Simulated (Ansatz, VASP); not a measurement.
One calculation of BaTiO3, two programs

File POSCAR:

```
BaTiO3
1.0
   -3.9412964300      0.0000000000      0.0000000000
    0.0000000000     -2.7999009300      2.8063215900
    0.0000000000      5.5998018700      5.6126431900
Ba Ti O
2 2 6
Direct
    0.0000000000      0.0000000000      0.0000000000
    0.0000000000      0.0000000000      0.5000000000
    0.5000000000      0.5100000000      0.2550000000
    0.5000000000      0.5100000000      0.7550000000
    0.0000000000      0.4900000000      0.2450000000
    0.0000000000      0.4900000000      0.7450000000
    0.5000000000      0.9840000000      0.2450000000
    0.5000000000      0.9840000000      0.7450000000
    0.5000000000      0.4900000000      0.4920000000
    0.5000000000      0.4900000000      0.9920000000
```

The input INCAR.step1:

```
SYSTEM = BaTiO3
PREC = Accurate
ENCUT = 520
ISMEAR = -1
SIGMA = 0.1
LREAL = .FALSE.
LASPH = .TRUE.
NELM = 150
ISPIN = 2
MAGMOM = 0 0 0 0 0 0 0 0 0 0
LMAXMIX = 4
LDAU = .TRUE.
LDAUTYPE = 2
LDAUL = -1 2 -1
LDAUU = 0 2.84 0
LDAUJ = 0 0 0
NBANDS = 55
GGA = PE
ALGO = Normal
EDIFF = 1E-4
LWAVE = .TRUE.
LCHARG = .FALSE.
```

File INCAR.step2:

```
SYSTEM = BaTiO3
PREC = Accurate
ENCUT = 520
EDIFF = 1E-7
ISMEAR = -1
SIGMA = 0.1
LREAL = .FALSE.
LASPH = .TRUE.
NELM = 150
ALGO = Normal
ISIF = 2
LWAVE = .FALSE.
LCHARG = .TRUE.
ISPIN = 2
MAGMOM = 0 0 0 0 0 0 0 0 0 0
LORBIT = 11
LMAXMIX = 4
LDAU = .TRUE.
LDAUTYPE = 2
LDAUL = -1 2 -1
LDAUU = 0 2.84 0
LDAUJ = 0 0 0
LDAUPRINT = 1
METAGGA = R2SCAN
LMIXTAU = .TRUE.
LELF = .TRUE.
LVHAR = .TRUE.
NBANDS = 55
ISTART = 1
```

File KPOINTS:

```
Automatic mesh
0
G
  5 5 3
  0 0 0
```

Input for Ansatz:

```yaml
crystal:
  lattice:
    - [-3.94129643, 0.0, 0.0]
    - [0.0, -2.79990093, 2.80632159]
    - [0.0, 5.59980187, 5.61264319]
  atoms:
    - { symbol: Ba, position: [0.0, 0.0, 0.0] }
    - { symbol: Ba, position: [0.0, 0.0, 0.5] }
    - { symbol: Ti, position: [0.5, 0.51, 0.255] }
    - { symbol: Ti, position: [0.5, 0.51, 0.755] }
    - { symbol: O, position: [0.0, 0.49, 0.245] }
    - { symbol: O, position: [0.0, 0.49, 0.745] }
    - { symbol: O, position: [0.5, 0.984, 0.245] }
    - { symbol: O, position: [0.5, 0.984, 0.745] }
    - { symbol: O, position: [0.5, 0.49, 0.492] }
    - { symbol: O, position: [0.5, 0.49, 0.992] }
kpoints:
  mp_grid: { grid: [5, 5, 3], shift: [0, 0, 0] }
  band_path:
    path:
      - [0.0, 0.0, 0.0]
      - [0.0, 0.5, 1.0]
      - [0.0, 0.49885734, 1.00228531]
      - [0.0, -0.49885734, 0.99771469]
      - [0.0, 0.0, 0.0]
      - [-0.5, 0.0, 0.0]
      - [-0.5, -0.49885734, 0.99771469]
      - [-0.5, 0.49885734, 1.00228531]
      - [-0.5, 0.5, 1.0]
      - [0.0, 0.5, 1.0]
      - [0.0, 0.0, 0.0]
    npoints: 6
magnetization:
  spin_polarized: true
scf:
  occupations: { method: fermi_dirac }
  lower_state_search: "off"
  max_iter: 200
hamiltonian:
  pseudopotentials: { kind: paw }
  xc: r2scan
  hubbard:
    projectors: all-electron-ortho-atomic
    sites: [{ species: Ti, l: d, u_eff: 2.84 }]
basis:
  ecutwfc: 500
  fft_grid_basis: typed
output:
  forces: true
  stress: true
  eigenvalues: true
  bader: true
  populations: true
  elf: true
  write_potential: true
  volumetric_format: npy
  dos:
    e_range: [-12, 8]
    de: 0.05
    projected: { site_lists: { Ba: [Ba], O: [O], Ti: [Ti] } }
checkpoint:
  read: saved_state
```

Alike in both runs: task single point; functional r2SCAN; k mesh 5 × 5 × 3; collinear spin; Hubbard terms Ti d U = 2.84 eV.

|  | VASP | Ansatz |
| --- | --- | --- |
| version | VASP 6.6.1 | Ansatz 0.2.0 |
| potentials or method | VASP PAW PBE potentials, release 64 (Ba_sv, Ti_sv, O), cutoff 520 eV | PAW plane waves |
| occupations | fermi-dirac, width 0.1 eV | fermi-dirac |
| valence electrons in the cell | 80 | 80 |

VASP gave:

| Item | Value |
| --- | --- |
| pressure (GPa) | 11.8 |
| traceless stress, the component that is largest in VASP (GPa) | 0.40 |
| rms of the force components (eV/Å) | 0.255 |

Q: Estimate Ansatz's values.

A: Pressure (GPa): 8.0; traceless stress, the component that is largest in VASP (GPa): 0.21; rms of the force components (eV/Å): 0.090.

VASP's potentials were made for PBE, not for r2SCAN. The programs project onto different local orbitals, so the same U acts differently, and such runs can settle in different states. Atom by atom the forces differ by 0.165 eV/Å (rms over components). Ansatz's warnings: no starting moments.

Neither program's run includes spin-orbit coupling.
